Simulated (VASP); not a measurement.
**Pt: single point with PBEsol**

The system is Pt.

```
Pt
1.0
     0.00000    1.89834    1.89834
     1.89834    0.00000    1.89834
     1.89834    1.89834    0.00000
Pt
1
Direct
  0.00000 0.00000 0.00000
```

| Item | Value |
| --- | --- |
| Program | VASP 6.6.1 |
| Task | single point |
| Functional | PBEsol |
| Potentials or basis | VASP PAW PBE potentials, release 64 (Pt) |
| Cutoff | 520 eV |
| k mesh | 22 × 22 × 22 |
| Occupations | gaussian, width 0.15 eV |
| Spin | collinear spin, ferromagnetic start |
| Starting moments | [0.45] μB |
| Fixed moment | 0.45 μB |

| Quantity | Value |
| --- | --- |
| Pressure | 36.0 GPa |
| Net moment | 0.45 μB per cell |
| Site moments | Pt +0.44 μB |
| Valence electrons inside the program's atomic spheres | Pt 9.58 |

Run time: 52 s on 1 thread of Intel(R) Xeon(R) 6975P-C (Granite Rapids), on a shared host, peak memory 0.21 GiB.

Caveat: the PAW data sets were made with another functional, which shifts forces and pressure a little; the total moment is fixed, so each spin has its own Fermi level.
